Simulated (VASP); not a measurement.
# ScSi4O (F-43m) in VASP: notebook

Runs on ScSi4O. Level: PBE. Tasks: single point, relaxation of cell and atoms.

Everything below comes from runs of VASP 6.6.1. Logs are shortened: lines on timing, memory, paths and dates and some standing lists are left out, and cuts for length are marked.

### Step 1. The cell of the first run

The structure is cubic, space group F-43m (No. 216). Conventional cell: a = 7.011 Å, b = 7.011 Å, c = 7.011 Å, α = 90.00°, β = 90.00°, γ = 90.00°. Within 3.8 Å of Sc (site symmetry -43m) lie 12 Si at 2.91 Å and 4 O at 3.04 Å. Within 3.2 Å of Si (site symmetry 3m) lie 6 Si at 2.45 to 2.51 Å and 3 O at 2.90 Å and 3 Sc at 2.91 Å. O (site symmetry -43m) has 12 Si at 2.90 Å and 4 Sc at 3.04 Å within 3.8 Å.

### Step 2. Single point, PBE

Contents of INCAR:

```
SYSTEM = ScSi4O
PREC     = Accurate       ! precision mode
ENCUT    = 520            ! plane-wave cutoff, eV
EDIFF    = 1E-6           ! SCF threshold, eV
ISMEAR   = 0              ! smearing method
SIGMA    = 0.1            ! smearing width, eV
LREAL    = .False.        ! projectors in reciprocal space
LASPH    = .True.         ! aspherical terms in the spheres
NELM     = 100            ! most SCF steps
ALGO     = Normal         ! electronic algorithm
ISIF     = 2              ! what is computed and relaxed
LWAVE    = .False.        ! write WAVECAR
LCHARG   = .False.        ! write CHGCAR
GGA      = PE             ! functional
NBANDS   = 26             ! bands
```

Contents of KPOINTS:

```
regular mesh
0
Gamma
  4 4 4
  0 0 0
```

Contents of POSCAR:

```
ScSi4O
1.0
    0.0000000000      3.5055846248      3.5055846248
    3.5055846248      0.0000000000      3.5055846248
    3.5055846248      3.5055846248      0.0000000000
Sc Si O
1 4 1
Direct
    0.0000000000      0.0000000000      0.0000000000
    0.8703310305      0.3765563232      0.3765563232
    0.3765563232      0.3765563232      0.3765563232
    0.3765563232      0.8703310305      0.3765563232
    0.3765563232      0.3765563232      0.8703310305
    0.7500000000      0.7500000000      0.7500000000
```

Potentials or basis: VASP PAW PBE potentials, release 64 (Sc_sv, Si, O).

On the command line:

```console
cat potpaw_PBE.64/Sc_sv/POTCAR potpaw_PBE.64/Si/POTCAR potpaw_PBE.64/O/POTCAR > POTCAR
mpirun -np 1 vasp_std > vasp.out
```

OUTCAR:

```text
SYSTEM = ScSi4O
   PREC = Accurate
   ENCUT = 520
   EDIFF = 1E-6
   ISMEAR = 0
   LREAL = .False.
   LASPH = .True.
   NELM = 100
   ISIF = 2
   GGA = PE

 ion  position               nearest neighbor table
   1  0.000  0.000  0.000-   2 2.91   4 2.91   2 2.91   5 2.91   4 2.91   5 2.91   3 2.91   3 2.91
                             3 2.91   2 2.91   4 2.91   5 2.91
   2  0.870  0.377  0.377-   3 2.45   4 2.45   5 2.45   3 2.51   5 2.51   4 2.51   1 2.91   1 2.91
                             1 2.91
   3  0.377  0.377  0.377-   2 2.45   4 2.45   5 2.45   5 2.51   4 2.51   2 2.51   1 2.91   1 2.91
                             1 2.91
   4  0.377  0.870  0.377-   2 2.45   3 2.45   5 2.45   5 2.51   3 2.51   2 2.51   1 2.91   1 2.91
                             1 2.91
   5  0.377  0.377  0.870-   2 2.45   3 2.45   4 2.45   3 2.51   4 2.51   2 2.51   1 2.91   1 2.91
                             1 2.91
   6  0.750  0.750  0.750-

  LATTYP: Found a face centered cubic cell.
 ALAT       =     7.0111692496

  Lattice vectors:

 A1 = (   0.0000000000,   3.5055846248,   3.5055846248)
 A2 = (   3.5055846248,   0.0000000000,   3.5055846248)
 A3 = (   3.5055846248,   3.5055846248,   0.0000000000)

Analysis of symmetry for initial positions (statically):
=====================================================================
 Subroutine PRICEL returns:
 Original cell was already a primitive cell.

 Routine SETGRP: Setting up the symmetry group for a
 face centered cubic supercell.

 Subroutine GETGRP returns: Found 24 space group operations
 (whereof 24 operations were pure point group operations)
 out of a pool of 48 trial point group operations.

The static configuration has the point symmetry T_d .

Analysis of symmetry for dynamics (positions and initial velocities):
=====================================================================
 Subroutine PRICEL returns:
 Original cell was already a primitive cell.

 Routine SETGRP: Setting up the symmetry group for a
 face centered cubic supercell.

 Subroutine GETGRP returns: Found 24 space group operations
 (whereof 24 operations were pure point group operations)
 out of a pool of 48 trial point group operations.

The dynamic configuration has the point symmetry T_d .

 Subroutine INISYM returns: Found 24 space group operations
 (whereof 24 operations are pure point group operations),
 and found     1 'primitive' translations

----------------------------------------------------------------------------------------

                                     Primitive cell

  volume of cell :      86.1611

  direct lattice vectors                    reciprocal lattice vectors
     0.000000000  3.505584625  3.505584625    -0.142629562  0.142629562  0.142629562
     3.505584625  0.000000000  3.505584625     0.142629562 -0.142629562  0.142629562
     3.505584625  3.505584625  0.000000000     0.142629562  0.142629562 -0.142629562

  length of vectors
     4.957645320  4.957645320  4.957645320     0.247041648  0.247041648  0.247041648

  position of ions in fractional coordinates (direct lattice)
     0.000000000  0.000000000  0.000000000
     0.870331030  0.376556323  0.376556323
     0.376556323  0.376556323  0.376556323
     0.376556323  0.870331030  0.376556323
     0.376556323  0.376556323  0.870331030
     0.750000000  0.750000000  0.750000000

  ion indices of the primitive-cell ions
   primitive index   ion index
                 1           1
                 2           2
                 3           3
                 4           4
                 5           5
                 6           6

----------------------------------------------------------------------------------------

 KPOINTS: regular mesh

Automatic generation of k-mesh.
 Grid dimensions read from file:
 generate k-points for:    4    4    4

 Generating k-lattice:

  Cartesian coordinates                     Fractional coordinates (reciprocal lattice)
    -0.035657391  0.035657391  0.035657391     0.250000000  0.000000000  0.000000000
     0.035657391 -0.035657391  0.035657391     0.000000000  0.250000000  0.000000000
     0.035657391  0.035657391 -0.035657391     0.000000000  0.000000000  0.250000000

  Length of vectors
     0.061760412  0.061760412  0.061760412

  Shift w.r.t. Gamma in fractional coordinates (k-lattice)
     0.000000000  0.000000000  0.000000000

 Subroutine IBZKPT returns following result:
 ===========================================

 Found      8 irreducible k-points:

 Following reciprocal coordinates:
            Coordinates               Weight
  0.000000  0.000000  0.000000      1.000000
  0.250000  0.000000  0.000000      8.000000
  0.500000  0.000000  0.000000      4.000000
  0.250000  0.250000  0.000000      6.000000
  0.500000  0.250000  0.000000     24.000000
 -0.250000  0.250000  0.000000     12.000000
  0.500000  0.500000  0.000000      3.000000
 -0.250000  0.500000  0.250000      6.000000
   k-points           NKPTS =      8   k-points in BZ     NKDIM =      8   number of bands    NBANDS=     26
   number of dos      NEDOS =    301   number of ions     NIONS =      6
   total plane-waves  NPLWV =  64000
   dimension x,y,z NGX =    40 NGY =   40 NGZ =   40
   dimension x,y,z NGXF=    80 NGYF=   80 NGZF=   80
   ions per type =               1   4   1
   NGX,Y,Z   is equivalent  to a cutoff of  13.41, 13.41, 13.41 a.u.
   NGXF,Y,Z  is equivalent  to a cutoff of  26.83, 26.83, 26.83 a.u.
 SYSTEM =  ScSi4O
   PREC   = accura    normal or accurate (medium, high low for compatibility)
   ISTART =      0    job   : 0-new  1-cont  2-samecut
   ICHARG =      2    charge: 1-file 2-atom 10-const
   ISPIN  =      1    spin polarized calculation?
   LNONCOLLINEAR =      F non collinear calculations
   LSORBIT =      F    spin-orbit coupling
   LASPH  =      T    aspherical Exc in radial PAW
   ENCUT  =  520.0 eV  38.22 Ry    6.18 a.u.   9.22  9.22  9.22*2*pi/ulx,y,z
   NELM   =    100;   NELMIN=  2; NELMDL= -5     # of ELM steps
   EDIFF  = 0.1E-05   stopping-criterion for ELM
   LREAL  =      F    real-space projection
   EDIFFG = 0.1E-04   stopping-criterion for IOM
   NSW    =      0    number of steps for IOM
   IBRION =     -1    ionic relax: 0-MD 1-quasi-New 2-CG
   NFREE  =      0    steps in history (QN), initial steepest desc. (CG)
   ISIF   =      2    stress and relaxation
   ISYM   =      2    0-nonsym 1-usesym 2-fastsym
   POTIM  = 0.5000    time-step for ionic-motion
   TEBEG  =    0.0;   TEEND  =   0.0 temperature during run
   PSTRESS=    0.0 pullay stress
   NELECT =      33.0000    total number of electrons
   NUPDOWN=      -1.0000    fix difference up-down
   EMIN   =  10.00;   EMAX   =-10.00  energy-range for DOS
   EFERMI =   0.00;   METHOD = LEGACY
   ISMEAR =     0;   SIGMA  =   0.10  broadening in eV -4-tet -1-fermi 0-gaus
   EFERMI_NEDOS =   21; number of points for ismear=-14 and -15
   IALGO  =     38    algorithm
   IMIX   =      4    mixing-type and parameters
     AMIX     =   0.40;   BMIX     =  1.00
     AMIX_MAG =   1.60;   BMIX_MAG =  1.00
  volume/ion in A,a.u.               =      14.36        96.91
  Fermi-wavevector in a.u.,A,eV,Ry     =   1.188892  2.246680 19.231344  1.413464
  Thomas-Fermi vector in A             =   2.325011
   LORBIT       =      0    0 simple, 1 ext, 2 COOP (PROOUT), +10 PAW based schemes
   GGA     = PE    functional components
   LHFCALC =     F    Hartree Fock is set to
   AEXX    =    0.0000 exact exchange contribution
   IVDW    =     0    specifies the selected vdW correction
   LEPSILON=     F    determine dielectric tensor
   LRPA    =     F    only Hartree local field effects (RPA)
 non-spin polarized calculation
 Gauss-broadening in eV      SIGMA  =   0.10
  energy-cutoff  :      520.00
  volume of cell :       86.16
 maximum number of plane-waves:      2332
 NGX is ok and might be reduce to    40
   NGX = 19   NGY = 19   NGZ = 19

 number of electron      33.0000004 magnetization

 Free energy of the ion-electron system (eV)
  ---------------------------------------------------
  ext. energy  EPLUGINS =         0.00000000
  ---------------------------------------------------
  free energy    TOTEN  =       -33.50200256 eV

  energy without entropy =      -33.49305887  energy(sigma->0) =      -33.49753071

 E-fermi :   8.0122     XC(G=0): -11.0252

 val. band max:        7.9696854391   @ k =   0.2500   0.2500   0.0000
 cond. band min:       8.0552964631   @ k =   0.5000   0.5000   0.0000
 fundamental gap:      0.0856110240
 Fermi energy:         8.0121893464

 k-point     1 :       0.0000    0.0000    0.0000
  band No.  band energies     occupation
      1     -41.6704      2.00000
      2     -20.3233      2.00000
      3     -20.3233      2.00000
      4     -20.3233      2.00000
      5      -8.7859      2.00000
      6      -4.8759      2.00000
[... 18 lines left out ...]
     25      13.2790      0.00000
     26      13.2790      0.00000

 k-point     2 :       0.2500    0.0000    0.0000
  band No.  band energies     occupation
      1     -41.6703      2.00000
      2     -20.3278      2.00000
      3     -20.3239      2.00000
      4     -20.3239      2.00000
      5      -8.6990      2.00000
      6      -4.6634      2.00000
[... 18 lines left out ...]
     25      12.9950      0.00000
     26      12.9972      0.00000

 k-point     3 :       0.5000    0.0000    0.0000
  band No.  band energies     occupation
      1     -41.6702      2.00000
      2     -20.3322      2.00000
      3     -20.3244      2.00000
      4     -20.3244      2.00000
      5      -8.6128      2.00000
      6      -4.2896      2.00000
[... 18 lines left out ...]
     25      12.1646      0.00000
     26      12.1646      0.00000

 k-point     4 :       0.2500    0.2500    0.0000
  band No.  band energies     occupation
      1     -41.6702      2.00000
      2     -20.3276      2.00000
      3     -20.3248      2.00000
      4     -20.3248      2.00000
      5      -8.6747      2.00000
      6      -4.5536      2.00000
[... 18 lines left out ...]
     25      13.2449      0.00000
     26      13.2449      0.00000

 k-point     5 :       0.5000    0.2500    0.0000
  band No.  band energies     occupation
      1     -41.6701      2.00000
      2     -20.3307      2.00000
      3     -20.3267      2.00000
      4     -20.3254      2.00000
      5      -8.5953      2.00000
      6      -4.0196      2.00000
[... 18 lines left out ...]
     25      11.8853      0.00000
     26      12.9223      0.00000

 k-point     6 :      -0.2500    0.2500    0.0000
  band No.  band energies     occupation
      1     -41.6702      2.00000
      2     -20.3297      2.00000
      3     -20.3269      2.00000
      4     -20.3244      2.00000
      5      -8.6188      2.00000
      6      -4.2624      2.00000
[... 18 lines left out ...]
     25      12.5301      0.00000
     26      12.9097      0.00000

 k-point     7 :       0.5000    0.5000    0.0000
  band No.  band energies     occupation
      1     -41.6701      2.00000
      2     -20.3317      2.00000
      3     -20.3264      2.00000
      4     -20.3264      2.00000
      5      -8.5758      2.00000
      6      -3.4571      2.00000
[... 18 lines left out ...]
     25      12.3848      0.00000
     26      12.3848      0.00000

 k-point     8 :      -0.2500    0.5000    0.2500
  band No.  band energies     occupation
      1     -41.6701      2.00000
      2     -20.3296      2.00000
      3     -20.3285      2.00000
      4     -20.3265      2.00000
      5      -8.5733      2.00000
      6      -3.3848      2.00000
[... 18 lines left out ...]
     25      12.1428      0.00000
     26      13.5161      0.00000

------------------------ aborting loop because EDIFF is reached ----------------------------------------

  FORCE on cell =-STRESS in cart. coord.  units (eV):
  Direction    XX          YY          ZZ          XY          YZ          ZX
  --------------------------------------------------------------------------------------
  -------------------------------------------------------------------------------------
  Total       -0.0206481     -0.0206481     -0.0206481      0.0000000      0.0000000      0.0000000
  in kB       -0.3839536     -0.3839536     -0.3839536      0.0000000      0.0000000      0.0000000
  external PRESSURE =      -0.3839536 kB  Pullay stress =       0.0000000 kB

 VOLUME and BASIS-vectors are now :
 -----------------------------------------------------------------------------
  energy-cutoff  :      520.00
  volume of cell :       86.16
      direct lattice vectors                 reciprocal lattice vectors
     0.000000000  3.505584625  3.505584625    -0.142629562  0.142629562  0.142629562
     3.505584625  0.000000000  3.505584625     0.142629562 -0.142629562  0.142629562
     3.505584625  3.505584625  0.000000000     0.142629562  0.142629562 -0.142629562

 POSITION                                       TOTAL-FORCE (eV/Angst)
 -----------------------------------------------------------------------------------
      0.00000      0.00000      0.00000         0.000000      0.000000      0.000000
      2.64010      4.37107      4.37107         0.000348     -0.000348     -0.000348
      2.64010      2.64010      2.64010         0.000348      0.000348      0.000348
      4.37107      2.64010      4.37107        -0.000348      0.000348     -0.000348
      4.37107      4.37107      2.64010        -0.000348     -0.000348      0.000348
      5.25838      5.25838      5.25838         0.000000      0.000000      0.000000
 -----------------------------------------------------------------------------------
    total drift:                                0.000000      0.000000      0.000000

  FREE ENERGIE OF THE ION-ELECTRON SYSTEM (eV)
  ---------------------------------------------------
  free  energy   TOTEN  =       -33.5020025587 eV

  energy  without entropy=      -33.4930588672  energy(sigma->0) =      -33.49753071
```

Run time: 15 s. Hardware: 1 thread of Intel Xeon 6975P-C (Granite Rapids), shared host; peak memory 0.24 GiB.

What came out:

```yaml
Free_energy: -33.5020 eV
Pressure: 0.0 GPa
```

Levels at points of the mesh, in eV from the Fermi level:
| k point | band 12 | band 13 | band 14 | band 15 | band 16 | band 17 | band 18 | band 19 | band 20 | band 21 |
| --- | --- | --- | --- | --- | --- | --- | --- | --- | --- | --- |
| (0.00, 0.00, 0.00) | -4.61 | -4.61 | -2.64 | -2.64 | -1.65 | -1.65 | -1.65 | 1.38 | 3.22 | 3.22 |
| (0.50, 0.00, 0.00) | -4.29 | -2.03 | -1.71 | -1.71 | 0.65 | 0.65 | 0.82 | 1.22 | 1.90 | 1.90 |
| (0.50, 0.50, 0.00) | -1.78 | -1.78 | -1.22 | -1.04 | -0.26 | 0.04 | 0.04 | 0.89 | 1.25 | 2.11 |

Caveat: the k points lie up to 0.39 Å⁻¹ apart; an odd number of electrons without spin polarisation forces a metal; a magnetic or distorted state may lie lower.

### Step 3. Single point, PBE

This run uses another cell than the first one, of 15.39 Å³/atom, 1.072 times its volume.

Contents of INCAR:

```
  PREC = Accurate
  ENCUT = 520
  EDIFF = 1E-6
  ISMEAR = 0
  SIGMA = 0.1
  LREAL = F
  LASPH = T
  NELM = 80
  ALGO = Normal
  ISIF = 2
  LWAVE = F
  LCHARG = F
  GGA = PE
  NBANDS = 26
```

Contents of KPOINTS:

```
Automatic mesh
0
Gamma
  4 4 4
```

Contents of POSCAR:

```
ScSi4O
1.0
    0.0000000000      3.5877548600      3.5877548600
    3.5877548600      0.0000000000      3.5877548600
    3.5877548600      3.5877548600      0.0000000000
Sc Si O
1 4 1
Direct
    0.0000000000      0.0000000000      0.0000000000
    0.8749087200      0.3750304300      0.3750304300
    0.3750304300      0.3750304300      0.3750304300
    0.3750304300      0.8749087200      0.3750304300
    0.3750304300      0.3750304300      0.8749087200
    0.7500000000      0.7500000000      0.7500000000
```

Potentials or basis: VASP PAW PBE potentials, release 64 (Sc_sv, Si, O).

On the command line:

```console
cat potpaw_PBE.64/Sc_sv/POTCAR potpaw_PBE.64/Si/POTCAR potpaw_PBE.64/O/POTCAR > POTCAR
mpirun -np 1 vasp_std > vasp.out
```

Wall time 15 s (1 thread of Intel Xeon 6975P-C (Granite Rapids), shared host); peak memory 0.24 GiB.

Results (log left out):

| Item | Value |
| --- | --- |
| Free energy | -33.3403 eV |
| Pressure | -6.8 GPa |
| Largest force | 0.536 eV/Å |

Forces on the atoms (eV/Å):
```
Sc   0.000  0.000  0.000
Si   0.309 -0.309 -0.309
Si   0.309  0.309  0.309
Si  -0.309  0.309 -0.309
Si  -0.309 -0.309  0.309
O    0.000  0.000  0.000
```

Levels at points of the mesh, in eV from the Fermi level:
```csv
k point,band 13,band 14,band 15,band 16,band 17,band 18,band 19,band 20
"(0.00, 0.00, 0.00)",-4.34,-2.47,-2.47,-1.54,-1.54,-1.54,1.32,2.90
"(0.50, 0.00, 0.00)",-1.81,-1.58,-1.58,0.63,0.63,0.77,1.17,1.63
"(0.50, 0.50, 0.00)",-1.66,-1.11,-0.90,-0.15,0.03,0.03,0.76,1.12
```

Caveat: the k points lie up to 0.38 Å⁻¹ apart; an odd number of electrons without spin polarisation forces a metal; a magnetic or distorted state may lie lower.

(Part 1 of 2 ends here.)
